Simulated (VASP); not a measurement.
The system is Al2H.

```
Al H
1.0
    -2.70786    2.70786    2.30713
     2.70786   -2.70786    2.30713
     2.70786    2.70786   -2.30713
Al H
4 2
Direct
  0.66920 0.16920 0.83840
  0.16920 0.33080 0.50000
  0.33080 0.83080 0.16160
  0.83080 0.66920 0.50000
  0.25000 0.25000 0.00000
  0.75000 0.75000 0.00000
```

| Quantity | Value |
| --- | --- |
| Program | VASP 6.6.1 |
| Task | relaxation of cell and atoms |
| Functional | PBE |
| Potentials or basis | VASP PAW PBE potentials, release 64 (Al, H) |
| Cutoff | 600 eV |
| k mesh | 6 × 6 × 6 |
| Occupations | gaussian, width 0.1 eV |
| Spin | no spin polarisation |

At the start: pressure 5.5 GPa; volume 11.28 Å³/atom.

Question: Where does the relaxation end?

Answer: Over 3 steps the energy falls by 11.9 meV/atom and the volume is 12.01 Å³/atom (+6.5 %); space group I4/mcm (No. 140, to 0.05 Å).

The path:
```csv
step,energy change (eV),largest force (eV/Å),pressure (GPa),volume (Å³)
1,0.0000,0.0870,5.50,67.67
2,-0.0704,0.0088,0.54,71.53
3,-0.0712,0.0003,-0.03,72.06
```

Final structure:
```
CELL_PARAMETERS angstrom
-2.76603 2.76603 2.35465
2.76603 -2.76603 2.35465
2.76603 2.76603 -2.35465
ATOMIC_POSITIONS crystal
Al 0.66858 0.16858 0.83716
Al 0.16858 0.33142 0.50000
Al 0.33142 0.83142 0.16284
Al 0.83142 0.66858 0.50000
H 0.25000 0.25000 0.00000
H 0.75000 0.75000 0.00000
```
